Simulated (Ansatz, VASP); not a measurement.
## One calculation of BAs, two programs

```
As B
1.0
     0.00000    2.37247    2.37247
     2.37247    0.00000    2.37247
     2.37247    2.37247    0.00000
As B
1 1
Direct
  0.75000 0.75000 0.75000
  0.00000 0.00000 0.00000
```

Alike in both runs: task single point; functional PBE exchange alone; k mesh 10 × 10 × 10; occupations fermi-dirac, width 0.05 eV; no spin polarisation.

|  | VASP | Ansatz |
| --- | --- | --- |
| version | VASP 6.6.1 | Ansatz 0.2.0 |
| potentials or method | VASP PAW PBE potentials, release 64 (As, B) | Ansatz PAW |
| plane-wave cutoff (eV) | 520 | 420 |
| valence electrons in the cell | 8 | 18 |

```csv
,VASP,Ansatz,Ansatz less VASP
gap on the k mesh at the Fermi level (eV),1.39,1.40,+0.008
least direct gap on the mesh (eV),3.38,3.38,-0.001
pressure (GPa),21.5,20.6,-0.88
```

VASP's potentials were made for PBE, not for PBE exchange alone. The functional is the same, so the differences come from potentials, cutoffs and numerics. VASP's potentials hold 8 valence electrons a cell and Ansatz's 18, so a difference there can come from the potentials and not from the codes.
